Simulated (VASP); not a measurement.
# V (Im-3m) in VASP: a series of runs

Runs on V. Level: PBE. Tasks: single point.

Everything below comes from runs of VASP 6.6.1. Logs are shortened: lines on timing, memory, paths and dates and some standing lists are left out, and cuts for length are marked.

## 1. The cell of the first run

It takes space group Im-3m (No. 229, cubic). The conventional cell has a = 3.029 Å, b = 3.029 Å, c = 3.029 Å, α = 90.00°, β = 90.00°, γ = 90.00°. Within 3.5 Å of V (site symmetry m-3m) lie 14 V at 2.62 to 3.03 Å.

## 2. Single point, PBE, collinear spin, ferromagnetic start

Contents of INCAR:

```
PREC     = Accurate       # precision mode
ENCUT    = 520            # plane-wave cutoff, eV
EDIFF    = 1E-6           # SCF threshold, eV
ISMEAR   = -1             # smearing method
SIGMA    = 0.1            # smearing width, eV
LREAL    = False          # projectors in reciprocal space
LASPH    = True           # aspherical terms in the spheres
NELM     = 150            # most SCF steps
ALGO     = Normal         # electronic algorithm
ISIF     = 2              # what is computed and relaxed
LWAVE    = False          # write WAVECAR
LCHARG   = True           # write CHGCAR
ISPIN    = 2              # spin polarisation
MAGMOM   = 1              # initial moments
LORBIT   = 11             # projections on sites
LMAXMIX  = 4              # l up to which the mixer works
GGA      = PE             # functional
LELF     = True           # ELF
LVHAR    = True         
NBANDS   = 16             # bands
```

Contents of KPOINTS:

```
Automatic mesh
0
Gamma
  15 15 15
```

Contents of POSCAR:

```
V
1.0
   -1.5143500000      1.5143500000      1.5143500000
    1.5143500000     -1.5143500000      1.5143500000
    1.5143500000      1.5143500000     -1.5143500000
V
1
Direct
    0.0000000000      0.0000000000      0.0000000000
```

Potentials or basis: VASP PAW PBE potentials, release 64 (V_sv).

The run is started by

```sh
$ cat potpaw_PBE.64/V_sv/POTCAR > POTCAR
$ mpirun -np 1 vasp_std > vasp.out
```

OUTCAR:

```text
PREC = Accurate
   ENCUT = 520
   EDIFF = 1E-6
   ISMEAR = -1
   LREAL = False
   LASPH = True
   NELM = 150
   ISIF = 2
   ISPIN = 2
   LORBIT = 11
   GGA = PE

 ion  position               nearest neighbor table
   1  0.000  0.000  0.000-

  LATTYP: Found a body centered cubic cell.
 ALAT       =     3.0287000000

  Lattice vectors:

 A1 = (  -1.5143500000,   1.5143500000,   1.5143500000)
 A2 = (   1.5143500000,  -1.5143500000,   1.5143500000)
 A3 = (   1.5143500000,   1.5143500000,  -1.5143500000)

Analysis of symmetry for initial positions (statically):
=====================================================================
 Subroutine PRICEL returns:
 Original cell was already a primitive cell.

 Routine SETGRP: Setting up the symmetry group for a
 body centered cubic supercell.

 Subroutine GETGRP returns: Found 48 space group operations
 (whereof 48 operations were pure point group operations)
 out of a pool of 48 trial point group operations.

The static configuration has the point symmetry O_h .

Analysis of symmetry for dynamics (positions and initial velocities):
=====================================================================
 Subroutine PRICEL returns:
 Original cell was already a primitive cell.

 Routine SETGRP: Setting up the symmetry group for a
 body centered cubic supercell.

 Subroutine GETGRP returns: Found 48 space group operations
 (whereof 48 operations were pure point group operations)
 out of a pool of 48 trial point group operations.

The dynamic configuration has the point symmetry O_h .

Analysis of structural, dynamic, and magnetic symmetry:
=====================================================================
 Subroutine PRICEL returns:
 Original cell was already a primitive cell.

 Routine SETGRP: Setting up the symmetry group for a
 body centered cubic supercell.

 Subroutine GETGRP returns: Found 48 space group operations
 (whereof 48 operations were pure point group operations)
 out of a pool of 48 trial point group operations.

The overall configuration has the point symmetry O_h .

 Subroutine INISYM returns: Found 48 space group operations
 (whereof 48 operations are pure point group operations),
 and found     1 'primitive' translations

----------------------------------------------------------------------------------------

                                     Primitive cell

  volume of cell :      13.8912

  direct lattice vectors                    reciprocal lattice vectors
    -1.514350000  1.514350000  1.514350000     0.000000000  0.330174662  0.330174662
     1.514350000 -1.514350000  1.514350000     0.330174662  0.000000000  0.330174662
     1.514350000  1.514350000 -1.514350000     0.330174662  0.330174662  0.000000000

  length of vectors
     2.622931140  2.622931140  2.622931140     0.466937486  0.466937486  0.466937486

  position of ions in fractional coordinates (direct lattice)
     0.000000000  0.000000000  0.000000000

  ion indices of the primitive-cell ions
   primitive index   ion index
                 1           1

----------------------------------------------------------------------------------------

 KPOINTS: Automatic mesh

Automatic generation of k-mesh.
 Grid dimensions read from file:
 generate k-points for:   15   15   15

 Generating k-lattice:

  Cartesian coordinates                     Fractional coordinates (reciprocal lattice)
     0.000000000  0.022011644  0.022011644     0.066666667  0.000000000  0.000000000
     0.022011644  0.000000000  0.022011644     0.000000000  0.066666667  0.000000000
     0.022011644  0.022011644  0.000000000     0.000000000  0.000000000  0.066666667

  Length of vectors
     0.031129166  0.031129166  0.031129166

  Shift w.r.t. Gamma in fractional coordinates (k-lattice)
     0.000000000  0.000000000  0.000000000

 Subroutine IBZKPT returns following result:
 ===========================================

 Found    120 irreducible k-points:

 Following reciprocal coordinates:
            Coordinates               Weight
  0.000000  0.000000  0.000000      1.000000
  0.066667  0.000000  0.000000     12.000000
  0.133333  0.000000  0.000000     12.000000
  0.200000  0.000000  0.000000     12.000000
  0.266667  0.000000  0.000000     12.000000
  0.333333  0.000000  0.000000     12.000000
[... 16 lines left out ...]
  0.333333  0.200000 -0.000000     48.000000
  0.400000  0.200000 -0.000000     24.000000
 [... further k-points ...]
   k-points           NKPTS =    120   k-points in BZ     NKDIM =    120   number of bands    NBANDS=     16
   number of dos      NEDOS =    301   number of ions     NIONS =      1
   total plane-waves  NPLWV =   8000
   dimension x,y,z NGX =    20 NGY =   20 NGZ =   20
   dimension x,y,z NGXF=    40 NGYF=   40 NGZF=   40
   ions per type =               1
   NGX,Y,Z   is equivalent  to a cutoff of  12.68, 12.68, 12.68 a.u.
   NGXF,Y,Z  is equivalent  to a cutoff of  25.35, 25.35, 25.35 a.u.
 SYSTEM =  unknown system
   PREC   = accura    normal or accurate (medium, high low for compatibility)
   ISTART =      0    job   : 0-new  1-cont  2-samecut
   ICHARG =      2    charge: 1-file 2-atom 10-const
   ISPIN  =      2    spin polarized calculation?
   LNONCOLLINEAR =      F non collinear calculations
   LSORBIT =      F    spin-orbit coupling
   LASPH  =      T    aspherical Exc in radial PAW
   ENCUT  =  520.0 eV  38.22 Ry    6.18 a.u.   4.88  4.88  4.88*2*pi/ulx,y,z
   NELM   =    150;   NELMIN=  2; NELMDL= -5     # of ELM steps
   EDIFF  = 0.1E-05   stopping-criterion for ELM
   LREAL  =      F    real-space projection
   EDIFFG = 0.1E-04   stopping-criterion for IOM
   NSW    =      0    number of steps for IOM
   IBRION =     -1    ionic relax: 0-MD 1-quasi-New 2-CG
   NFREE  =      0    steps in history (QN), initial steepest desc. (CG)
   ISIF   =      2    stress and relaxation
   ISYM   =      2    0-nonsym 1-usesym 2-fastsym
   POTIM  = 0.5000    time-step for ionic-motion
   TEBEG  =    0.0;   TEEND  =   0.0 temperature during run
   PSTRESS=    0.0 pullay stress
   NELECT =      13.0000    total number of electrons
   NUPDOWN=      -1.0000    fix difference up-down
   EMIN   =  10.00;   EMAX   =-10.00  energy-range for DOS
   EFERMI =   0.00;   METHOD = LEGACY
   ISMEAR =    -1;   SIGMA  =   0.10  broadening in eV -4-tet -1-fermi 0-gaus
   EFERMI_NEDOS =   21; number of points for ismear=-14 and -15
   IALGO  =     38    algorithm
   IMIX   =      4    mixing-type and parameters
     AMIX     =   0.40;   BMIX     =  1.00
     AMIX_MAG =   1.60;   BMIX_MAG =  1.00
  volume/ion in A,a.u.               =      13.89        93.74
  Fermi-wavevector in a.u.,A,eV,Ry     =   1.601313  3.026044 34.888125  2.564205
  Thomas-Fermi vector in A             =   2.698311
   LORBIT       =     11    0 simple, 1 ext, 2 COOP (PROOUT), +10 PAW based schemes
   GGA     = PE    functional components
   LHFCALC =     F    Hartree Fock is set to
   AEXX    =    0.0000 exact exchange contribution
   IVDW    =     0    specifies the selected vdW correction
   LEPSILON=     F    determine dielectric tensor
   LRPA    =     F    only Hartree local field effects (RPA)
 spin polarized calculation
  energy-cutoff  :      520.00
  volume of cell :       13.89
 maximum number of plane-waves:       382
   NGX =  9   NGY =  9   NGZ =  9

 number of electron      12.9999997 magnetization      -0.0010003

 number of electron      12.9999997 magnetization       0.0000354

 Free energy of the ion-electron system (eV)
  ---------------------------------------------------
  ext. energy  EPLUGINS =         0.00000000
  ---------------------------------------------------
  free energy    TOTEN  =        -9.01512925 eV

  energy without entropy =       -8.95739816  energy(sigma->0) =       -8.98626370

 E-fermi :   9.3538     XC(G=0): -12.7379

 val. band max:        9.3419126356   @ k =  -0.2667   0.2667   0.1333
 cond. band min:       9.3660984984   @ k =   0.3333   0.1333   0.0000
 fundamental gap:      0.0241858628
 Fermi energy:         9.3538051110

 spin component 1

 k-point     1 :       0.0000    0.0000    0.0000
  band No.  band energies     occupation
      1     -54.4222      1.00000
      2     -27.7705      1.00000
      3     -27.7705      1.00000
      4     -27.7705      1.00000
      5       2.8111      1.00000
      6       9.7374      0.02112
[... 8 lines left out ...]
     15      36.3525      0.00000
     16      40.3732      0.00000

 k-point     2 :       0.0667    0.0000    0.0000
  band No.  band energies     occupation
      1     -54.4148      1.00000
      2     -27.8072      1.00000
      3     -27.7818      1.00000
      4     -27.7708      1.00000
      5       2.9856      1.00000
      6       9.6645      0.04281
[... 8 lines left out ...]
     15      36.6673      0.00000
     16      38.5598      0.00000
[... 387 lines left out ...]
      5       7.0898      1.00000
      6       8.3107      0.99997
[... 8 lines left out ...]
     15      35.8568      0.00000
     16      40.2888      0.00000

 k-point    24 :       0.4000    0.2000   -0.0000
  band No.  band energies     occupation
      1     -54.2339      1.00000
      2     -28.4842      1.00000
      3     -28.1422      1.00000
      4     -27.8515      1.00000
      5       7.0985      1.00000
      6       8.3114      0.99997
[... 8 lines left out ...]
     15      35.7768      0.00000
     16      40.2291      0.00000

 [... further k-points ...]

 spin component 2

 k-point     1 :       0.0000    0.0000    0.0000
  band No.  band energies     occupation
      1     -54.4222      1.00000
      2     -27.7705      1.00000
      3     -27.7705      1.00000
      4     -27.7705      1.00000
      5       2.8111      1.00000
      6       9.7375      0.02111
[... 8 lines left out ...]
     15      36.3525      0.00000
     16      40.3733      0.00000

 k-point     2 :       0.0667    0.0000    0.0000
  band No.  band energies     occupation
      1     -54.4147      1.00000
      2     -27.8072      1.00000
      3     -27.7818      1.00000
      4     -27.7707      1.00000
      5       2.9857      1.00000
      6       9.6646      0.04280
[... 8 lines left out ...]
     15      36.6673      0.00000
     16      38.5598      0.00000
[... 387 lines left out ...]
      5       7.0898      1.00000
      6       8.3107      0.99997
[... 8 lines left out ...]
     15      35.8569      0.00000
     16      40.2889      0.00000

 k-point    24 :       0.4000    0.2000   -0.0000
  band No.  band energies     occupation
      1     -54.2338      1.00000
      2     -28.4842      1.00000
      3     -28.1422      1.00000
      4     -27.8515      1.00000
      5       7.0985      1.00000
      6       8.3115      0.99997
[... 8 lines left out ...]
     15      35.7768      0.00000
     16      40.2291      0.00000

 [... further k-points ...]
[... 5 lines left out ...]
  --------------------------------------------------------------------------------------
  -------------------------------------------------------------------------------------
  Total       -0.4303899     -0.4303899     -0.4303899     -0.0000000     -0.0000000     -0.0000000
  in kB      -49.6402393    -49.6402393    -49.6402393     -0.0000000     -0.0000000     -0.0000000
  external PRESSURE =     -49.6402393 kB  Pullay stress =       0.0000000 kB

 VOLUME and BASIS-vectors are now :
 -----------------------------------------------------------------------------
  energy-cutoff  :      520.00
  volume of cell :       13.89
      direct lattice vectors                 reciprocal lattice vectors
    -1.514350000  1.514350000  1.514350000     0.000000000  0.330174662  0.330174662
     1.514350000 -1.514350000  1.514350000     0.330174662  0.000000000  0.330174662
     1.514350000  1.514350000 -1.514350000     0.330174662  0.330174662  0.000000000

 POSITION                                       TOTAL-FORCE (eV/Angst)
 -----------------------------------------------------------------------------------
      0.00000      0.00000      0.00000        -0.000000      0.000000     -0.000000
 -----------------------------------------------------------------------------------
    total drift:                                0.000000     -0.000000      0.000000

  FREE ENERGIE OF THE ION-ELECTRON SYSTEM (eV)
  ---------------------------------------------------
  free  energy   TOTEN  =        -9.0151292471 eV

  energy  without entropy=       -8.9573981567  energy(sigma->0) =       -8.98626370

 total charge

# of ion       s       p       d       tot
------------------------------------------
    1        2.332   6.212   3.056  11.600

 magnetization (x)

# of ion       s       p       d       tot
------------------------------------------
    1       -0.000   0.000   0.000   0.000
```

Run time: 36 s. Hardware: 1 thread of Intel Xeon Platinum 8259CL at 2.50GHz (Skylake/Cascade Lake), shared host; peak memory 0.15 GiB.

Results:

* Free energy: -9.0151 eV
* Pressure: -5.0 GPa
* Net moment: 0.00 μB per cell
* Valence electrons inside the program's atomic spheres: V 11.60

## 3. Single point, PBE, collinear spin, ferromagnetic start

Contents of INCAR:

```
SYSTEM = V
  ALGO = Normal
  EDIFF = 1E-7
  ENCUT = 520
  GGA = PE
  ISIF = 2
  ISMEAR = -1
  ISPIN = 2
  LASPH = .True.
  LCHARG = .False.
  LMAXMIX = 4
  LORBIT = 11
  LREAL = .False.
  LWAVE = .False.
  MAGMOM = 1
  NBANDS = 16
  NELM = 150
  PREC = Accurate
  SIGMA = 0.1
```

Contents of KPOINTS:

```
k-points
0
Gamma
  15 15 15
  0 0 0
```

POSCAR is that of step 2.

Potentials or basis: VASP PAW PBE potentials, release 64 (V_sv).

The run is started by

```sh
$ cat potpaw_PBE.64/V_sv/POTCAR > POTCAR
$ mpirun -np 1 vasp_std > vasp.out
```

Run time: 36 s. Hardware: 1 thread of Intel Xeon Platinum 8259CL at 2.50GHz (Skylake/Cascade Lake), shared host; peak memory 0.15 GiB.

It converged, with:

```yaml
Free_energy: -9.0151 eV
Pressure: -5.0 GPa
Net_moment: 0.00 μB per cell
Valence_electrons_inside_the_program's_atomic_spheres: V 11.60
```

Levels at points of the mesh, in eV from the Fermi level:
Spin up:
| k point | band 4 | band 5 | band 6 | band 7 | band 8 | band 9 |
| --- | --- | --- | --- | --- | --- | --- |
| (0.00, 0.00, 0.00) | -37.12 | -6.54 | 0.38 | 0.38 | 0.38 | 2.32 |
Spin down:
```csv
k point,band 4,band 5,band 6,band 7,band 8,band 9
"(0.00, 0.00, 0.00)",-37.12,-6.54,0.38,0.38,0.38,2.32
```
